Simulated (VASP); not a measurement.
# GaP (F-43m) in VASP: notebook

The runs below take GaP through relaxation of cell and atoms, with PBEsol.

Program: VASP 6.6.1. These are calculated values, not measurements. Logs are shortened: lines on timing, memory, paths and dates and some standing lists are left out, and cuts for length are marked.

### Step 1. The cell of the first run

The structure is cubic, space group F-43m (No. 216). Conventional cell: a = 5.439 Å, b = 5.439 Å, c = 5.439 Å, α = 90.00°, β = 90.00°, γ = 90.00°. Within 3.1 Å of Ga (site symmetry -43m) lie 4 P at 2.35 Å. Within 3.1 Å of P (site symmetry -43m) lie 4 Ga at 2.35 Å.

### Step 2. Relaxation of cell and atoms, PBEsol, target pressure -2 GPa, at which the enthalpy is minimised

File INCAR:

```
  ALGO = Normal
  EDIFF = 1E-6
  EDIFFG = -0.002
  ENCUT = 600
  GGA = PS
  IBRION = 2
  ISIF = 3
  ISMEAR = 0
  LASPH = T
  LCHARG = F
  LREAL = F
  LWAVE = F
  NELM = 80
  NSW = 100
  PREC = Accurate
  PSTRESS = -20.0
  SIGMA = 0.01
```

File KPOINTS:

```
k-points
0
Gamma
  8 8 8
```

File POSCAR:

```
GaP
1.0
    2.7192641266      2.7192641266      0.0000000000
   -2.7192641266      2.7192641266      0.0000000000
    0.0000000000      2.7192641266      2.7192641266
Ga P
1 1
Direct
    0.0000000000      0.0000000000      0.0000000000
    0.7500000000      0.2500000000      0.5000000000
```

Potentials or basis: VASP PAW PBE potentials, release 64 (Ga_d, P).

On the command line:

```sh
> cat potpaw_PBE.64/Ga_d/POTCAR potpaw_PBE.64/P/POTCAR > POTCAR
> mpirun -np 1 vasp_std > vasp.out
```

OUTCAR:

```text
EDIFF = 1E-6
   EDIFFG = -0.002
   ENCUT = 600
   GGA = PS
   IBRION = 2
   ISIF = 3
   ISMEAR = 0
   LASPH = T
   LREAL = F
   NELM = 80
   NSW = 100
   PREC = Accurate
   PSTRESS = -20.0

 ion  position               nearest neighbor table
   1  0.000  0.000  0.000-   2 2.35   2 2.35   2 2.35   2 2.35
   2  0.750  0.250  0.500-   1 2.35   1 2.35   1 2.35   1 2.35

  LATTYP: Found a face centered cubic cell.
 ALAT       =     5.4385282532

  Lattice vectors:

 A1 = (   0.0000000000,   2.7192641266,   2.7192641266)
 A2 = (   2.7192641266,   0.0000000000,   2.7192641266)
 A3 = (   2.7192641266,   2.7192641266,   0.0000000000)

Analysis of symmetry for initial positions (statically):
=====================================================================
 Subroutine PRICEL returns:
 Original cell was already a primitive cell.

 Routine SETGRP: Setting up the symmetry group for a
 face centered cubic supercell.

 Subroutine GETGRP returns: Found 24 space group operations
 (whereof 24 operations were pure point group operations)
 out of a pool of 48 trial point group operations.

The static configuration has the point symmetry T_d .

Analysis of symmetry for dynamics (positions and initial velocities):
=====================================================================
 Subroutine PRICEL returns:
 Original cell was already a primitive cell.

 Routine SETGRP: Setting up the symmetry group for a
 face centered cubic supercell.

 Subroutine GETGRP returns: Found 24 space group operations
 (whereof 24 operations were pure point group operations)
 out of a pool of 48 trial point group operations.

The dynamic configuration has the point symmetry T_d .

 Subroutine INISYM returns: Found 24 space group operations
 (whereof 24 operations are pure point group operations),
 and found     1 'primitive' translations

----------------------------------------------------------------------------------------

                                     Primitive cell

  volume of cell :      40.2146

  direct lattice vectors                    reciprocal lattice vectors
     2.719264127  2.719264127  0.000000000     0.183873275  0.183873275 -0.183873275
    -2.719264127  2.719264127  0.000000000    -0.183873275  0.183873275 -0.183873275
     0.000000000  2.719264127  2.719264127     0.000000000  0.000000000  0.367746550

  length of vectors
     3.845620208  3.845620208  3.845620208     0.318477854  0.318477854  0.367746550

  position of ions in fractional coordinates (direct lattice)
     0.000000000  0.000000000  0.000000000
     0.750000000  0.250000000  0.500000000

  ion indices of the primitive-cell ions
   primitive index   ion index
                 1           1
                 2           2

----------------------------------------------------------------------------------------

 KPOINTS: k-points

Automatic generation of k-mesh.
 Grid dimensions read from file:
 generate k-points for:    8    8    8

 Generating k-lattice:

  Cartesian coordinates                     Fractional coordinates (reciprocal lattice)
     0.022984159  0.022984159 -0.022984159     0.125000000  0.000000000  0.000000000
    -0.022984159  0.022984159 -0.022984159     0.000000000  0.125000000  0.000000000
     0.000000000  0.000000000  0.045968319     0.000000000  0.000000000  0.125000000

  Length of vectors
     0.039809732  0.039809732  0.045968319

  Shift w.r.t. Gamma in fractional coordinates (k-lattice)
     0.000000000  0.000000000  0.000000000

 Subroutine IBZKPT returns following result:
 ===========================================

 Found     29 irreducible k-points:

 Following reciprocal coordinates:
            Coordinates               Weight
  0.000000  0.000000  0.000000      1.000000
  0.125000  0.000000  0.000000      8.000000
  0.250000  0.000000  0.000000      8.000000
  0.375000  0.000000  0.000000      8.000000
  0.500000  0.000000  0.000000      4.000000
  0.125000  0.125000  0.000000     12.000000
[... 16 lines left out ...]
  0.375000  0.250000  0.125000     48.000000
  0.500000  0.250000  0.125000     24.000000
 [... further k-points ...]
   k-points           NKPTS =     29   k-points in BZ     NKDIM =     29   number of bands    NBANDS=     13
   number of dos      NEDOS =    301   number of ions     NIONS =      2
   total plane-waves  NPLWV =  32768
   dimension x,y,z NGX =    32 NGY =   32 NGZ =   32
   dimension x,y,z NGXF=    64 NGYF=   64 NGZF=   64
   ions per type =               1   1
   NGX,Y,Z   is equivalent  to a cutoff of  13.83, 13.83, 13.83 a.u.
   NGXF,Y,Z  is equivalent  to a cutoff of  27.67, 27.67, 27.67 a.u.
 SYSTEM =  unknown system
   PREC   = accura    normal or accurate (medium, high low for compatibility)
   ISTART =      0    job   : 0-new  1-cont  2-samecut
   ICHARG =      2    charge: 1-file 2-atom 10-const
   ISPIN  =      1    spin polarized calculation?
   LNONCOLLINEAR =      F non collinear calculations
   LSORBIT =      F    spin-orbit coupling
   LASPH  =      T    aspherical Exc in radial PAW
   ENCUT  =  600.0 eV  44.10 Ry    6.64 a.u.   7.68  7.68  7.68*2*pi/ulx,y,z
   NELM   =     80;   NELMIN=  2; NELMDL= -5     # of ELM steps
   EDIFF  = 0.1E-05   stopping-criterion for ELM
   LREAL  =      F    real-space projection
   EDIFFG = -.2E-02   stopping-criterion for IOM
   NSW    =    100    number of steps for IOM
   IBRION =      2    ionic relax: 0-MD 1-quasi-New 2-CG
   NFREE  =      1    steps in history (QN), initial steepest desc. (CG)
   ISIF   =      3    stress and relaxation
   ISYM   =      2    0-nonsym 1-usesym 2-fastsym
   POTIM  = 0.5000    time-step for ionic-motion
   TEBEG  =    0.0;   TEEND  =   0.0 temperature during run
   PSTRESS=  -20.0 pullay stress
   NELECT =      18.0000    total number of electrons
   NUPDOWN=      -1.0000    fix difference up-down
   EMIN   =  10.00;   EMAX   =-10.00  energy-range for DOS
   EFERMI =   0.00;   METHOD = LEGACY
   ISMEAR =     0;   SIGMA  =   0.01  broadening in eV -4-tet -1-fermi 0-gaus
   EFERMI_NEDOS =   21; number of points for ismear=-14 and -15
   IALGO  =     38    algorithm
   IMIX   =      4    mixing-type and parameters
     AMIX     =   0.40;   BMIX     =  1.00
     AMIX_MAG =   1.60;   BMIX_MAG =  1.00
  volume/ion in A,a.u.               =      20.11       135.69
  Fermi-wavevector in a.u.,A,eV,Ry     =   1.252288  2.366481 21.337005  1.568226
  Thomas-Fermi vector in A             =   2.386196
   LORBIT       =      0    0 simple, 1 ext, 2 COOP (PROOUT), +10 PAW based schemes
   GGA     = PS    functional components
   LHFCALC =     F    Hartree Fock is set to
   AEXX    =    0.0000 exact exchange contribution
   IVDW    =     0    specifies the selected vdW correction
   LEPSILON=     F    determine dielectric tensor
   LRPA    =     F    only Hartree local field effects (RPA)
 conjugate gradient relaxation of ions
 non-spin polarized calculation
 Gauss-broadening in eV      SIGMA  =   0.01
  energy-cutoff  :      600.00
  volume of cell :       40.21
 maximum number of plane-waves:      1363
   NGX = 15   NGY = 15   NGZ = 15

--------------------------------------- Ionic step        1  -------------------------------------------

 number of electron      18.0000005 magnetization

 Free energy of the ion-electron system (eV)
  ---------------------------------------------------
  ext. energy  EPLUGINS =         0.00000000
  ---------------------------------------------------
  free energy    TOTEN  =        -9.92110145 eV

  energy without entropy =       -9.92110145  energy(sigma->0) =       -9.92110145

 E-fermi :   4.7418     XC(G=0): -10.0511

 val. band max:        4.6361037248   @ k =   0.0000   0.0000   0.0000
 cond. band min:       6.1390595693   @ k =   0.5000   0.5000   0.0000
 fundamental gap:      1.5029558445
 Fermi energy:         4.7418010621

 k-point     1 :       0.0000    0.0000    0.0000
  band No.  band energies     occupation
      1      -9.9171      2.00000
      2      -9.9171      2.00000
      3      -9.9171      2.00000
      4      -9.8143      2.00000
      5      -9.8143      2.00000
      6      -7.9379      2.00000
      7       4.6361      2.00000
      8       4.6361      2.00000
      9       4.6361      2.00000
     10       6.4407      0.00000
     11       8.4611      0.00000
     12       8.4611      0.00000
     13       8.4611      0.00000
[... 353 lines left out ...]
 k-point    24 :       0.5000    0.2500    0.1250
  band No.  band energies     occupation
      1     -10.0080      2.00000
      2      -9.8854      2.00000
      3      -9.8728      2.00000
      4      -9.8199      2.00000
      5      -9.8069      2.00000
      6      -5.4113      2.00000
      7      -1.8688      2.00000
      8       1.3708      2.00000
      9       2.6560      2.00000
     10       8.0486      0.00000
     11       8.8247      0.00000
     12      11.0645      0.00000
     13      12.4931      0.00000

 [... further k-points ...]

------------------------ aborting loop because EDIFF is reached ----------------------------------------

  FORCE on cell =-STRESS in cart. coord.  units (eV):
  Direction    XX          YY          ZZ          XY          YZ          ZX
  --------------------------------------------------------------------------------------
  -------------------------------------------------------------------------------------
  Total       -0.0227112     -0.0227112     -0.0227112     -0.0000000     -0.0000000      0.0000000
  in kB       -0.9048286     -0.9048286     -0.9048286     -0.0000000     -0.0000000      0.0000000
  external PRESSURE =      19.0951714 kB  Pullay stress =     -20.0000000 kB
[... 289 lines left out ...]
  enthalpy is  TOTEN    =       -10.4288199503 eV   P V=       -0.5141464255

--------------------------------------- Ionic step        9  -------------------------------------------

 number of electron      17.9999996 magnetization

 Free energy of the ion-electron system (eV)
  ---------------------------------------------------
  ext. energy  EPLUGINS =         0.00000000
  ---------------------------------------------------
  free energy    TOTEN  =        -9.91470185 eV

  energy without entropy =       -9.91470185  energy(sigma->0) =       -9.91470185

 E-fermi :   4.5069     XC(G=0):  -9.9432

 val. band max:        4.3939864060   @ k =   0.0000   0.0000   0.0000
 cond. band min:       5.9269431317   @ k =   0.5000   0.0000   0.0000
 fundamental gap:      1.5329567257
 Fermi energy:         4.5069193342

 k-point     1 :       0.0000    0.0000    0.0000
  band No.  band energies     occupation
      1     -10.1178      2.00000
      2     -10.1178      2.00000
      3     -10.1178      2.00000
      4     -10.0222      2.00000
      5     -10.0222      2.00000
      6      -8.0007      2.00000
      7       4.3940      2.00000
      8       4.3940      2.00000
      9       4.3940      2.00000
     10       6.0034      0.00000
     11       8.2245      0.00000
     12       8.2245      0.00000
     13       8.2245      0.00000
[... 353 lines left out ...]
 k-point    24 :       0.5000    0.2500    0.1250
  band No.  band energies     occupation
      1     -10.2008      2.00000
      2     -10.0884      2.00000
      3     -10.0767      2.00000
      4     -10.0272      2.00000
      5     -10.0153      2.00000
      6      -5.5661      2.00000
      7      -1.9952      2.00000
      8       1.2149      2.00000
      9       2.4784      2.00000
     10       7.7374      0.00000
     11       8.5961      0.00000
     12      10.7526      0.00000
     13      12.1760      0.00000

 [... further k-points ...]

------------------------ aborting loop because EDIFF is reached ----------------------------------------

  FORCE on cell =-STRESS in cart. coord.  units (eV):
  Direction    XX          YY          ZZ          XY          YZ          ZX
  --------------------------------------------------------------------------------------
  -------------------------------------------------------------------------------------
  Total       -0.5162859     -0.5162859     -0.5162859      0.0000000      0.0000000     -0.0000000
  in kB      -20.0843380    -20.0843380    -20.0843380      0.0000000      0.0000000     -0.0000000
  external PRESSURE =      -0.0843380 kB  Pullay stress =     -20.0000000 kB
[... 17 lines left out ...]
  FREE ENERGIE OF THE ION-ELECTRON SYSTEM (eV)
  ---------------------------------------------------
  free  energy   TOTEN  =        -9.9147018502 eV

  energy  without entropy=       -9.9147018502  energy(sigma->0) =       -9.91470185

  enthalpy is  TOTEN    =       -10.4288197991 eV   P V=       -0.5141179488

 reached required accuracy - stopping structural energy minimisation
```

It took 56 s on 1 thread of Intel Xeon Platinum 8488C (Sapphire Rapids), shared host; peak memory 0.19 GiB.

What came out:

```
Free energy                                                : -9.9147 eV
Relaxed volume                                             : 20.59 Å³/atom
Relaxed cell                                               : a = 3.876 Å, b = 3.876 Å, c = 3.876 Å, α = 60.00°, β = 60.00°, γ = 90.00°
Space group after relaxing (to 0.1 Å)                      : F-43m (No. 216)
Energy change on relaxing (the run minimises the enthalpy) : +3.2 meV/atom
Ionic steps                                                : 9
Pressure after relaxing                                    : -2.0 GPa
Band gap on the k mesh                                     : 1.53 eV (least direct gap 1.61 eV)
```

Step by step:
| step | energy change (eV) | largest force (eV/Å) | pressure (GPa) | volume (Å³) |
| --- | --- | --- | --- | --- |
| 1 | 0.0000 | 0.0000 | -0.09 | 40.21 |
| 2 | 0.0130 | 0.0000 | -2.88 | 41.63 |
| 3 | 0.0064 | 0.0000 | -1.94 | 41.19 |
| 4 | 0.0068 | 0.0000 | -2.08 | 41.22 |
| 5 | 0.0061 | 0.0000 | -1.90 | 41.16 |
| 6 | 0.0065 | 0.0000 | -2.04 | 41.19 |
| 7 | 0.0064 | 0.0000 | -1.96 | 41.18 |
| 8 | 0.0064 | 0.0000 | -2.04 | 41.19 |
| 9 | 0.0064 | 0.0000 | -2.01 | 41.19 |

Final structure:
```yaml
crystal:
  lattice:
    - [2.74097, 2.74097, 0.00000]
    - [-2.74097, 2.74097, 0.00000]
    - [0.00000, 2.74097, 2.74097]
  atoms:
    - { symbol: Ga, position: [0.00000, 0.00000, 0.00000] }
    - { symbol: P, position: [0.75000, 0.25000, 0.50000] }
```

Caveat: the cell is relaxed towards a set pressure, so the run minimises the enthalpy, not the energy; the PAW data sets were made with another functional, which shifts forces and pressure a little.

### Step 3. Relaxation of cell and atoms, PBEsol, target pressure 2 GPa, at which the enthalpy is minimised

File INCAR:

```
SYSTEM = GaP
ALGO = Normal
EDIFF = 1E-7
EDIFFG = -0.002
ENCUT = 600
GGA = PS
IBRION = 2
ISIF = 3
ISMEAR = 0
LASPH = .TRUE.
LCHARG = .FALSE.
LREAL = .FALSE.
LWAVE = .FALSE.
NELM = 100
NSW = 100
PREC = Accurate
PSTRESS = 20.0
SIGMA = 0.01
```

File KPOINTS:

```
k-points
0
G
  8 8 8
  0 0 0
```

POSCAR is that of step 2.

Potentials or basis: VASP PAW PBE potentials, release 64 (Ga_d, P).

On the command line:

```sh
> cat potpaw_PBE.64/Ga_d/POTCAR potpaw_PBE.64/P/POTCAR > POTCAR
> mpirun -np 1 vasp_std > vasp.out
```

Run time: 62 s. Hardware: 1 thread of Intel Xeon Platinum 8488C (Sapphire Rapids), shared host; peak memory 0.19 GiB.

The run converged. Its results:

| Quantity | Value |
| --- | --- |
| Free energy | -9.9157 eV |
| Relaxed volume | 19.64 Å³/atom |
| Relaxed cell | a = 3.816 Å, b = 3.816 Å, c = 3.816 Å, α = 60.00°, β = 60.00°, γ = 90.00° |
| Space group after relaxing (to 0.1 Å) | F-43m (No. 216) |
| Energy change on relaxing (the run minimises the enthalpy) | +2.7 meV/atom |
| Ionic steps | 8 |
| Pressure after relaxing | 2.0 GPa |
| Band gap on the k mesh | 1.45 eV (least direct gap 2.00 eV) |

The path:
```
step  energy change (eV)  largest force (eV/Å)  pressure (GPa)  volume (Å³)
   1              0.0000                0.0000           -0.08        40.21
   2              0.0150                0.0000            3.40        38.72
   3              0.0054                0.0000            1.96        39.29
   4              0.0057                0.0000            2.06        39.27
   5              0.0052                0.0000            1.94        39.31
   6              0.0054                0.0000            2.02        39.29
   7              0.0054                0.0000            1.98        39.29
   8              0.0054                0.0000            2.01        39.29
```

Final structure:
```
Ga P
1.0
     2.69825    2.69825    0.00000
    -2.69825    2.69825    0.00000
     0.00000    2.69825    2.69825
Ga P
1 1
Direct
  0.00000 0.00000 0.00000
  0.75000 0.25000 0.50000
```

Levels at points of the mesh, in eV from the valence-band top:
| k point | band 6 | band 7 | band 8 | band 9 | band 10 | band 11 | band 12 | band 13 |
| --- | --- | --- | --- | --- | --- | --- | --- | --- |
| (0.00, 0.00, 0.00) | -12.75 | 0.00 | 0.00 | 0.00 | 2.00 | 3.82 | 3.82 | 3.82 |
| (0.50, 0.00, 0.00) | -10.56 | -6.87 | -1.17 | -1.17 | 1.68 | 4.64 | 4.64 | 8.14 |
| (0.50, 0.50, 0.00) | -9.61 | -6.95 | -2.82 | -2.82 | 1.45 | 1.68 | 10.77 | 10.77 |

Caveat: the cell is relaxed towards a set pressure, so the run minimises the enthalpy, not the energy; the PAW data sets were made with another functional, which shifts forces and pressure a little. A k mesh can miss the band edges.

(Continued in part 2 of 2.)
